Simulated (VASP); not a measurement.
Pt: single point with r2SCAN

Pt:

```
Pt
1.0
     0.00000    1.95019    1.95019
     1.95019    0.00000    1.95019
     1.95019    1.95019    0.00000
Pt
1
Direct
  0.00000 0.00000 0.00000
```

This cell differs from its parent crystal: volume scaled by 0.97.

```
Program             : VASP 6.6.1
Task                : single point
Functional          : r2SCAN
Potentials or basis : VASP PAW PBE potentials, release 64 (Pt)
Cutoff              : 520 eV
k mesh              : 18 × 18 × 18
Occupations         : gaussian, width 0.1 eV
Spin                : no spin polarisation
```

```
Pressure               : 9.9 GPa
Band gap on the k mesh : zero (band 5 reaches 11.88 eV, above the bottom of band 6 at 9.44 eV)
```

Levels at points of the mesh, in eV from the Fermi level:
```csv
k point,band 3,band 4,band 5,band 6,band 7,band 8
"(0.00, 0.00, 0.00)",-4.03,-4.03,-1.80,-1.80,15.43,20.70
"(0.50, 0.00, 0.00)",-4.13,-0.38,0.03,0.03,6.29,15.08
"(0.50, 0.50, 0.00)",-0.06,0.54,0.54,1.91,9.53,12.08
```

Run time: 79 s on 1 thread of Intel(R) Xeon(R) Platinum 8488C (Sapphire Rapids) (shared host), peak memory 0.17 GiB.

Caveat: the PAW data sets were made with another functional, which shifts forces and pressure a little; spin-orbit coupling is left out, which moves the levels of the heavy elements.
